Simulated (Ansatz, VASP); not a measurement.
# H2C18O in VASP and in Ansatz

```
C O H
1.0
     7.39800    0.00000    0.00000
    -3.69900    6.40686    0.00000
     0.00000    0.00000   12.00000
C O H
18 1 2
Direct
  0.98557 0.00061 0.07640
  0.20808 0.10857 0.06713
  0.98617 0.33086 0.06749
  0.20775 0.44109 0.06347
  0.98768 0.66075 0.08084
  0.20658 0.77187 0.07434
  0.31928 0.99948 0.07366
  0.53785 0.11103 0.07920
  0.31872 0.33016 0.06321
  0.54022 0.44063 0.06736
  0.31789 0.66247 0.06759
  0.54025 0.76961 0.07656
  0.65209 0.99678 0.10583
  0.87905 0.10860 0.07629
  0.64932 0.32946 0.07380
  0.87672 0.44192 0.07460
  0.64775 0.66277 0.07666
  0.87344 0.77478 0.11135
  0.85891 0.77140 0.23535
  0.65434 0.99507 0.19889
  0.00169 0.84174 0.26331
```

Alike in both runs: functional PBE; k mesh 2 × 2 × 1; occupations fermi-dirac, width 0.02 eV; no spin polarisation.

Ansatz relaxed the structure, and its values are those at the end. VASP's run is a single point on that final structure, the one shown.

```csv
,VASP,Ansatz
version,VASP 6.6.1,Ansatz 0.2.0
potentials or method,"VASP PAW PBE potentials, release 64 (C, O, H), cutoff 520 eV","scalar-relativistic, plane waves, PAW"
valence electrons in the cell,80,80
```

|  | VASP | Ansatz | Ansatz less VASP |
| --- | --- | --- | --- |
| rms of the force components (eV/Å) | 0.023 | 0.005 | -0.0182 |

Ansatz's warnings: xc potential rough in thin density.

The k mesh is coarse, so the values compare programs but aren't converged.
